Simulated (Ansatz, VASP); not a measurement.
# ZnS in VASP and in Ansatz

```xyz
8
Lattice="3.8227 0.0000 0.0000 -1.9114 3.3106 0.0000 0.0000 0.0000 12.5200" Properties=species:S:1:pos:R:3 pbc="T T T"
Zn    0.0000    0.0000    0.0000
Zn    0.0000    0.0000    6.2600
Zn    0.0000    2.2070    3.5238
Zn    1.9114    1.1035    9.3900
S     0.0000    0.0000    2.3475
S     0.0000    0.0000    8.6075
S     0.0000    2.2070    5.4775
S     1.9114    1.1035   11.7375
```

Alike in both runs: task single point; functional PBE; k mesh 12 × 12 × 4; occupations gaussian, width 0.05 eV; no spin polarisation.

```csv
,VASP,Ansatz
version,VASP 6.6.1,Ansatz 0.2.0
potentials or method,"VASP PAW PBE potentials, release 64 (Zn, S), cutoff 520 eV","scalar-relativistic, plane waves, PAW"
valence electrons in the cell,72,72
```

Ansatz gave:

| Property | Result |
| --- | --- |
| gap on the k mesh at the Fermi level (eV) | 1.44 |
| least direct gap on the mesh (eV) | 1.44 |
| pressure (GPa) | 3.3 |
| traceless stress, the component that is largest in VASP (GPa) | 5.64 |
| rms of the force components (eV/Å) | 1.718 |

Task: Estimate VASP's values.

Result: gap on the k mesh at the Fermi level (eV): 1.43; least direct gap on the mesh (eV): 1.43; pressure (GPa): 3.5; traceless stress, the component that is largest in VASP (GPa): 5.69; rms of the force components (eV/Å): 1.734.

Atom by atom the forces differ by 0.016 eV/Å (rms over components). With one functional, cell and mesh, what is left measures potentials, basis and numerics.
